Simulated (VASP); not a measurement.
A run of VASP 6.6.1 is set up as follows.

File POSCAR:

```
Zn
1.0
    0.0000000000      1.9791200765      1.9791200765
    1.9791200765      0.0000000000      1.9791200765
    1.9791200765      1.9791200765      0.0000000000
Zn
1
Direct
    0.0000000000      0.0000000000      0.0000000000
```

Contents of INCAR.step1:

```
PREC = Accurate ; ENCUT = 520
ISMEAR = -1 ; SIGMA = 0.1
LREAL = False ; LASPH = True
NELM = 60 ; NBANDS = 12
GGA = PE ; ALGO = Normal
EDIFF = 1E-4 ; LWAVE = True
LCHARG = False
```

File INCAR.step2:

```
PREC = Accurate ; ENCUT = 520
EDIFF = 1E-7 ; ISMEAR = -1
SIGMA = 0.1 ; LREAL = False
LASPH = True ; NELM = 60
ALGO = Normal ; ISIF = 2
LWAVE = False ; LCHARG = False
METAGGA = R2SCAN ; LMIXTAU = True
NBANDS = 12 ; ISTART = 1
```

Contents of KPOINTS:

```
Automatic mesh
0
Gamma
  16 16 16
```

Potentials or basis: VASP PAW PBE potentials, release 64 (Zn).

Launch:

```sh
$ cat potpaw_PBE.64/Zn/POTCAR > POTCAR
$ cp INCAR.step1 INCAR
$ mpirun -np 1 vasp_std > vasp.out
$ cp INCAR.step2 INCAR
$ mpirun -np 1 vasp_std > vasp.out
```

Problem. Estimate the pressure.

Solution. -5.5 GPa.

Problem. What does it give for the band gap on the k mesh?

Solution. Zero (bands 6 and 7 overlap by 3.68 eV).

Caveat: the cell stands under tension; the PAW data sets were made with another functional, which shifts forces and pressure a little.
